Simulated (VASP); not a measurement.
# H3Pt2 (P-3m1) in VASP: relaxation of cell and atoms with PBE

Aim: the relaxation of cell and atoms of H3Pt2 with PBE.

Everything below comes from runs of VASP 6.6.1. Logs are shortened: lines on timing, memory, paths and dates and some standing lists are left out, and cuts for length are marked.

## 1. The cell of the first run

It takes space group P-3m1 (No. 164, trigonal). Conventional cell: a = 3.744 Å, b = 3.744 Å, c = 4.568 Å, α = 90.00°, β = 90.00°, γ = 120.00°. H (site symmetry -3m) has 6 Pt at 2.28 Å and 6 H at 2.69 Å within 3.0 Å. Within 3.0 Å of H (site symmetry 3m) lie 5 Pt at 2.24 to 2.33 Å and 6 H at 2.56 to 2.69 Å. Within 3.0 Å of Pt (site symmetry 3m) lie 8 H at 2.24 to 2.33 Å and 3 Pt at 2.61 Å.

The cell was generated, and may not be a known phase.

## 2. Relaxation of cell and atoms, PBE

INCAR reads:

```
SYSTEM = H3Pt2
PREC = Accurate
ENCUT = 570
EDIFF = 1E-7
ISMEAR = 0
SIGMA = 0.1
LREAL = .FALSE.
LASPH = .TRUE.
NELM = 120
ALGO = Normal
ISIF = 3
LWAVE = .FALSE.
LCHARG = .FALSE.
GGA = PE
IBRION = 2
NSW = 90
EDIFFG = -0.04
GGA_COMPAT = .FALSE.
NELMIN = 4
```

KPOINTS reads:

```
Automatic mesh
0
G
  6 6 4
  0 0 0
```

POSCAR reads:

```
H3Pt2
1.0
    3.7438247800      0.0000000000      0.0000000000
   -1.8719123900      3.2422473700      0.0000000000
    0.0000000000      0.0000000000      4.5680130100
H Pt
3 2
Direct
    0.0000000000      0.0000000000      0.0000000000
    0.3333333300      0.6666666700      0.3499253400
    0.6666666700      0.3333333300      0.6500746600
    0.3333333300      0.6666666700      0.8395121100
    0.6666666700      0.3333333300      0.1604878900
```

Potentials or basis: VASP PAW PBE potentials, release 64 (H, Pt_sv_GW).

Command:

```
cat potpaw_PBE.64/H/POTCAR potpaw_PBE.64/Pt_sv_GW/POTCAR > POTCAR
mpirun -np 1 vasp_std > vasp.out
```

OUTCAR:

```text
SYSTEM = H3Pt2
   PREC = Accurate
   ENCUT = 570
   EDIFF = 1E-7
   ISMEAR = 0
   LREAL = .FALSE.
   LASPH = .TRUE.
   NELM = 120
   ISIF = 3
   GGA = PE
   IBRION = 2
   NSW = 90
   EDIFFG = -0.04
   NELMIN = 4

 ion  position               nearest neighbor table
   1  0.000  0.000  0.000-
   2  0.333  0.667  0.350-
   3  0.667  0.333  0.650-
   4  0.333  0.667  0.840-   5 2.61   5 2.61   5 2.61
   5  0.667  0.333  0.160-   4 2.61   4 2.61   4 2.61

  LATTYP: Found a hexagonal cell.
 ALAT       =     3.7438247800
 C/A-ratio  =     1.2201460481

  Lattice vectors:

 A1 = (   3.7438247800,   0.0000000000,   0.0000000000)
 A2 = (  -1.8719123900,   3.2422473700,   0.0000000000)
 A3 = (   0.0000000000,   0.0000000000,   4.5680130100)

Analysis of symmetry for initial positions (statically):
=====================================================================
 Subroutine PRICEL returns:
 Original cell was already a primitive cell.

 Routine SETGRP: Setting up the symmetry group for a
 hexagonal supercell.

 Subroutine GETGRP returns: Found 12 space group operations
 (whereof 12 operations were pure point group operations)
 out of a pool of 24 trial point group operations.

The static configuration has the point symmetry D_3d.

Analysis of symmetry for dynamics (positions and initial velocities):
=====================================================================
 Subroutine PRICEL returns:
 Original cell was already a primitive cell.

 Routine SETGRP: Setting up the symmetry group for a
 hexagonal supercell.

 Subroutine GETGRP returns: Found 12 space group operations
 (whereof 12 operations were pure point group operations)
 out of a pool of 24 trial point group operations.

The dynamic configuration has the point symmetry D_3d.

 Subroutine INISYM returns: Found 12 space group operations
 (whereof 12 operations are pure point group operations),
 and found     1 'primitive' translations

----------------------------------------------------------------------------------------

                                     Primitive cell

  volume of cell :      55.4484

  direct lattice vectors                    reciprocal lattice vectors
     3.743824780  0.000000000  0.000000000     0.267106518  0.154214020  0.000000000
    -1.871912390  3.242247370  0.000000000     0.000000000  0.308428040  0.000000000
     0.000000000  0.000000000  4.568013010     0.000000000  0.000000000  0.218913562

  length of vectors
     3.743824780  3.743824783  4.568013010     0.308428040  0.308428040  0.218913562

  position of ions in fractional coordinates (direct lattice)
     0.000000000  0.000000000  0.000000000
     0.333333330  0.666666670  0.349925340
     0.666666670  0.333333330  0.650074660
     0.333333330  0.666666670  0.839512110
     0.666666670  0.333333330  0.160487890

  ion indices of the primitive-cell ions
   primitive index   ion index
                 1           1
                 2           2
                 3           3
                 4           4
                 5           5

----------------------------------------------------------------------------------------

 KPOINTS: Automatic mesh

Automatic generation of k-mesh.
 Grid dimensions read from file:
 generate k-points for:    6    6    4

 Generating k-lattice:

  Cartesian coordinates                     Fractional coordinates (reciprocal lattice)
     0.044517753  0.025702337  0.000000000     0.166666667  0.000000000  0.000000000
     0.000000000  0.051404673  0.000000000     0.000000000  0.166666667  0.000000000
     0.000000000  0.000000000  0.054728391     0.000000000  0.000000000  0.250000000

  Length of vectors
     0.051404673  0.051404673  0.054728391

  Shift w.r.t. Gamma in fractional coordinates (k-lattice)
     0.000000000  0.000000000  0.000000000

 Subroutine IBZKPT returns following result:
 ===========================================

 Found     24 irreducible k-points:

 Following reciprocal coordinates:
            Coordinates               Weight
  0.000000  0.000000  0.000000      1.000000
  0.166667 -0.000000  0.000000      6.000000
  0.333333 -0.000000  0.000000      6.000000
  0.500000 -0.000000  0.000000      3.000000
  0.166667  0.166667  0.000000      6.000000
  0.333333  0.166667  0.000000     12.000000
[... 16 lines left out ...]
  0.333333  0.166667  0.500000     12.000000
  0.333333  0.333333  0.500000      2.000000
   k-points           NKPTS =     24   k-points in BZ     NKDIM =     24   number of bands    NBANDS=     23
   number of dos      NEDOS =    301   number of ions     NIONS =      5
   total plane-waves  NPLWV =  32400
   dimension x,y,z NGX =    30 NGY =   30 NGZ =   36
   dimension x,y,z NGXF=    60 NGYF=   60 NGZF=   72
   ions per type =               3   2
   NGX,Y,Z   is equivalent  to a cutoff of  13.32, 13.32, 13.10 a.u.
   NGXF,Y,Z  is equivalent  to a cutoff of  26.64, 26.64, 26.20 a.u.
 SYSTEM =  H3Pt2
   PREC   = accura    normal or accurate (medium, high low for compatibility)
   ISTART =      0    job   : 0-new  1-cont  2-samecut
   ICHARG =      2    charge: 1-file 2-atom 10-const
   ISPIN  =      1    spin polarized calculation?
   LNONCOLLINEAR =      F non collinear calculations
   LSORBIT =      F    spin-orbit coupling
   LASPH  =      T    aspherical Exc in radial PAW
   ENCUT  =  570.0 eV  41.89 Ry    6.47 a.u.   7.29  7.29  8.89*2*pi/ulx,y,z
   NELM   =    120;   NELMIN=  4; NELMDL= -5     # of ELM steps
   EDIFF  = 0.1E-06   stopping-criterion for ELM
   LREAL  =      F    real-space projection
   EDIFFG = -.4E-01   stopping-criterion for IOM
   NSW    =     90    number of steps for IOM
   IBRION =      2    ionic relax: 0-MD 1-quasi-New 2-CG
   NFREE  =      1    steps in history (QN), initial steepest desc. (CG)
   ISIF   =      3    stress and relaxation
   ISYM   =      2    0-nonsym 1-usesym 2-fastsym
   POTIM  = 0.5000    time-step for ionic-motion
   TEBEG  =    0.0;   TEEND  =   0.0 temperature during run
   PSTRESS=    0.0 pullay stress
   NELECT =      39.0000    total number of electrons
   NUPDOWN=      -1.0000    fix difference up-down
   EMIN   =  10.00;   EMAX   =-10.00  energy-range for DOS
   EFERMI =   0.00;   METHOD = LEGACY
   ISMEAR =     0;   SIGMA  =   0.10  broadening in eV -4-tet -1-fermi 0-gaus
   EFERMI_NEDOS =   21; number of points for ismear=-14 and -15
   IALGO  =     38    algorithm
   IMIX   =      4    mixing-type and parameters
     AMIX     =   0.40;   BMIX     =  1.00
     AMIX_MAG =   1.60;   BMIX_MAG =  1.00
  volume/ion in A,a.u.               =      11.09        74.84
  Fermi-wavevector in a.u.,A,eV,Ry     =   1.455906  2.751264 28.839761  2.119663
  Thomas-Fermi vector in A             =   2.572886
   LORBIT       =      0    0 simple, 1 ext, 2 COOP (PROOUT), +10 PAW based schemes
   GGA     = PE    functional components
   LHFCALC =     F    Hartree Fock is set to
   AEXX    =    0.0000 exact exchange contribution
   IVDW    =     0    specifies the selected vdW correction
   LEPSILON=     F    determine dielectric tensor
   LRPA    =     F    only Hartree local field effects (RPA)
 conjugate gradient relaxation of ions
 non-spin polarized calculation
 Gauss-broadening in eV      SIGMA  =   0.10
  energy-cutoff  :      570.00
  volume of cell :       55.45
 maximum number of plane-waves:      1751
 NGX is ok and might be reduce to    30
   NGX = 15   NGY = 15   NGZ = 17

--------------------------------------- Ionic step        1  -------------------------------------------

 number of electron      39.0000001 magnetization

 Free energy of the ion-electron system (eV)
  ---------------------------------------------------
  ext. energy  EPLUGINS =         0.00000000
  ---------------------------------------------------
  free energy    TOTEN  =       -18.33800567 eV

  energy without entropy =      -18.31692718  energy(sigma->0) =      -18.32746643

 E-fermi :   4.6269     XC(G=0): -11.1549

 val. band max:        4.6138214023   @ k =   0.5000  -0.0000   0.0000
 cond. band min:       4.7024421526   @ k =   0.0000   0.1667   0.2500
 fundamental gap:      0.0886207504
 Fermi energy:         4.6268950716

 k-point     1 :       0.0000    0.0000    0.0000
  band No.  band energies     occupation
      1     -93.2396      2.00000
      2     -93.2006      2.00000
      3     -47.5350      2.00000
      4     -47.4775      2.00000
      5     -47.4775      2.00000
      6     -47.3557      2.00000
[... 688 lines left out ...]
  energy  without entropy=      -19.6054631904  energy(sigma->0) =      -19.61353165

--------------------------------------- Ionic step        3  -------------------------------------------

 number of electron      39.0000002 magnetization

 E-fermi :  11.7619     XC(G=0): -14.1183

 val. band max:       11.7178281955   @ k =   0.3333   0.1667   0.2500
 cond. band min:      11.7963417121   @ k =   0.3333   0.3333   0.2500
 fundamental gap:      0.0785135166
 Fermi energy:        11.7619284500

 k-point     1 :       0.0000    0.0000    0.0000
  band No.  band energies     occupation
      1     -87.4796      2.00000
      2     -87.3594      2.00000
      3     -42.5638      2.00000
      4     -41.8860      2.00000
      5     -41.7143      2.00000
      6     -41.7143      2.00000
[... 645 lines left out ...]
  FREE ENERGIE OF THE ION-ELECTRON SYSTEM (eV)
  ---------------------------------------------------
  free  energy   TOTEN  =       -14.6881604789 eV

  energy  without entropy=      -14.6790062574  energy(sigma->0) =      -14.68358337

[... ionic steps 4 to 38 ...]

--------------------------------------- Ionic step       39  -------------------------------------------

 number of electron      39.0000003 magnetization

------------------------ aborting loop because EDIFF is reached ----------------------------------------

  FORCE on cell =-STRESS in cart. coord.  units (eV):
  Direction    XX          YY          ZZ          XY          YZ          ZX
  --------------------------------------------------------------------------------------
  -------------------------------------------------------------------------------------
  Total        0.1453939      0.1453939     -0.0036003      0.0000000      0.0000000      0.0000000
  in kB        5.5409143      5.5409143     -0.1372076      0.0000000      0.0000000      0.0000000
  external PRESSURE =       3.6482070 kB  Pullay stress =       0.0000000 kB
[... 63 lines left out ...]
  energy  without entropy=      -21.0120520824  energy(sigma->0) =      -21.01449019

--------------------------------------- Ionic step       41  -------------------------------------------

 number of electron      39.0000003 magnetization

 Free energy of the ion-electron system (eV)
  ---------------------------------------------------
  ext. energy  EPLUGINS =         0.00000000
  ---------------------------------------------------
  free energy    TOTEN  =       -21.01729975 eV

  energy without entropy =      -21.01237399  energy(sigma->0) =      -21.01483687

 E-fermi :   8.2972     XC(G=0): -12.8238

 val. band max:        8.2805137744   @ k =   0.3333   0.1667   0.5000
 cond. band min:       8.4826486567   @ k =   0.5000  -0.0000   0.0000
 fundamental gap:      0.2021348823
 Fermi energy:         8.2972439910

 k-point     1 :       0.0000    0.0000    0.0000
  band No.  band energies     occupation
      1     -90.1802      2.00000
      2     -90.1761      2.00000
      3     -44.4317      2.00000
      4     -44.3332      2.00000
      5     -44.3332      2.00000
      6     -44.3223      2.00000
[... 645 lines left out ...]
  FREE ENERGIE OF THE ION-ELECTRON SYSTEM (eV)
  ---------------------------------------------------
  free  energy   TOTEN  =       -21.0172997498 eV

  energy  without entropy=      -21.0123739868  energy(sigma->0) =      -21.01483687

 reached required accuracy - stopping structural energy minimisation
```

Wall time 9.8 min (1 thread of Intel Xeon 6975P-C (Granite Rapids), shared host); peak memory 0.2 GiB.

Results:

```yaml
Free_energy: -21.0173 eV
Relaxed_volume: 8.41 Å³/atom
Relaxed_cell: a = 2.999 Å, b = 2.999 Å, c = 5.398 Å, α = 90.00°, β = 90.00°, γ = 120.00°
Space_group_after_relaxing_to_0.1_Å: P-3m1 (No. 164)
Pressure_after_relaxing: 0.0 GPa
Largest_force_after_relaxing: 0.016 eV/Å
Band_gap_on_the_k_mesh: zero (an odd number of electrons rules out a gap without spin polarisation)
```

Forces in eV/Å, atoms in the order of the input:
```
H    0.000  0.000  0.000
H    0.000  0.000 -0.016
H    0.000  0.000  0.016
Pt   0.000  0.000  0.005
Pt   0.000  0.000 -0.005
```

Stress tensor (GPa, compression positive):
```
 0.21  0.00  0.00
 0.00  0.21  0.00
 0.00  0.00 -0.34
```

Final structure:
```xyz
5
Lattice="2.9994 0.0000 0.0000 -1.4997 2.5976 0.0000 0.0000 0.0000 5.3984" Properties=species:S:1:pos:R:3 pbc="T T T"
H     0.0000    0.0000    0.0000
H     0.0000    1.7317    1.9964
H     1.4997    0.8659    3.4020
Pt    0.0000    1.7317    4.1247
Pt    1.4997    0.8659    1.2737
```

Levels at points of the mesh, in eV from the Fermi level:
```csv
k point,band 16,band 17,band 18,band 19,band 20,band 21,band 22,band 23
"(0.00, 0.00, 0.00)",-3.50,-2.49,-2.49,-1.49,-1.49,0.40,4.77,7.28
"(0.50, 0.00, 0.00)",-1.52,-1.02,-0.93,-0.85,0.19,3.02,3.68,3.91
"(0.00, 0.00, 0.50)",-3.61,-2.06,-2.06,-1.70,-1.70,0.76,6.47,9.23
"(0.50, 0.00, 0.50)",-2.42,-1.37,-0.99,-0.89,-0.83,2.20,2.78,6.34
```

Caveat: the volume moved by over 15 % at a fixed basis, so the end points are rough; spin-orbit coupling is left out, which moves the levels of the heavy elements; an odd number of electrons without spin polarisation forces a metal; a magnetic or distorted state may lie lower.

The gap in the log of VASP goes by the Fermi energy; the results here count the filled bands.